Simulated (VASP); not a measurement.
Write the native input for VASP 6.6.1 that does the following.

| Quantity | Value |
| --- | --- |
| Task | relaxation of cell and atoms |
| Functional | PBE |
| Potentials or basis | VASP PAW PBE potentials, release 64 (Ca_sv) |
| Cutoff | 600 eV |
| k mesh | 18 × 18 × 18 |
| Occupations | gaussian, width 0.1 eV |
| Spin | no spin polarisation |
| Dipole correction | no |
| Further INCAR settings | ALGO = Fast; EDIFF = 1e-07; IBRION = 2; EDIFFG = -0.01; NSW = 100; ISIF = 3 |

The structure of Ca lies in POSCAR:

```
Ca
1.0
   -2.2562550726      2.2562550726      2.0524114846
    2.2562550726     -2.2562550726      2.0524114846
    2.2562550726      2.2562550726     -2.0524114846
Ca
1
Direct
    0.0000000000      0.0000000000      0.0000000000
```

One way to write it, as run:

INCAR

```
SYSTEM = Ca
ALGO = Fast ; EDIFF = 1E-7
EDIFFG = -0.01 ; ENCUT = 600
GGA = PE ; IBRION = 2
ISIF = 3 ; ISMEAR = 0
LASPH = .True. ; LCHARG = .False.
LREAL = .False. ; LWAVE = .False.
NELM = 80 ; NSW = 100
PREC = Accurate ; SIGMA = 0.1
```

KPOINTS

```
k-points
0
Gamma
  18 18 18
  0 0 0
```

Potentials or basis: VASP PAW PBE potentials, release 64 (Ca_sv).

Command:

```sh
$ cat potpaw_PBE.64/Ca_sv/POTCAR > POTCAR
$ mpirun -np 1 vasp_std > vasp.out
```

Results of the run:

- Relaxed volume: 42.17 Å³/atom
- Relaxed cell: a = 3.803 Å, b = 3.803 Å, c = 3.803 Å, α = 107.44°, β = 107.44°, γ = 113.61°
- Space group after relaxing (to 0.1 Å): I4/mmm (No. 139)
- Energy gained by relaxing: 0.5 meV/atom
- Ionic steps: 6
- Pressure after relaxing: 0.0 GPa
- Band gap on the k mesh: zero (bands 5 and 6 overlap by 0.45 eV)

Wall time 7.5 min on 1 thread of AMD EPYC 9R45 96-Core Processor (Zen 5), with other jobs on the host, peak memory 0.35 GiB.
